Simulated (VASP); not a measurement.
**Cu: single point with PBE**

The system is Cu.

```
Cu
1.0
     3.61500    0.00000    0.00000
     0.00000    1.80750   -1.80750
     0.00000    7.58355    7.58355
Cu
8
Cartesian
  0.0000 6.7781 6.7781
  1.8075 1.3556 -0.4519
  0.0000 1.3556 1.3556
  1.8075 3.1631 1.3556
  0.0000 3.1631 3.1631
  1.8075 4.9706 3.1631
  0.0000 4.9706 4.9706
  1.8075 6.7781 4.9706
```

This cell differs from its parent crystal: the distance across one plane changed.

```yaml
Program: VASP 6.6.1
Task: single point
Functional: PBE
Potentials_or_basis: VASP PAW PBE potentials, release 64 (Cu)
Cutoff: 520 eV
k_mesh: 13 × 18 × 5
Occupations: gaussian, width 0.15 eV
Spin: no spin polarisation
```

```yaml
Pressure: -1.6 GPa
Largest_force: 0.806 eV/Å
Band_gap_on_the_k_mesh: zero (bands 44 and 45 overlap by 3.36 eV)
```

Forces in eV/Å, atoms in the order of the input:
```
Cu   0.000  0.570  0.570
Cu   0.000 -0.570 -0.570
Cu   0.000 -0.246 -0.246
Cu   0.000 -0.040 -0.040
Cu   0.000  0.017  0.017
Cu   0.000 -0.017 -0.017
Cu   0.000  0.040  0.040
Cu   0.000  0.246  0.246
```

Stress tensor (GPa, compression positive):
```
-1.43  0.00  0.00
 0.00 -1.68 -1.90
 0.00 -1.90 -1.68
```

Levels at points of the mesh, in eV from the Fermi level:
```csv
k point,band 40,band 41,band 42,band 43,band 44,band 45,band 46,band 47,band 48,band 49
"(0.00, 0.00, 0.00)",-1.62,-1.59,-1.48,-1.47,-0.71,-0.54,1.81,4.11,4.50,4.67
"(0.00, 0.50, 0.00)",-1.47,-0.23,-0.23,0.18,0.18,0.39,0.39,1.45,1.45,6.44
```

Wall time 29 min on 1 thread of Oxide Virtual Turin-like Processor, on a shared host, peak memory 0.72 GiB.

Caveat: the cell differs from its parent crystal (the distance across one plane changed).
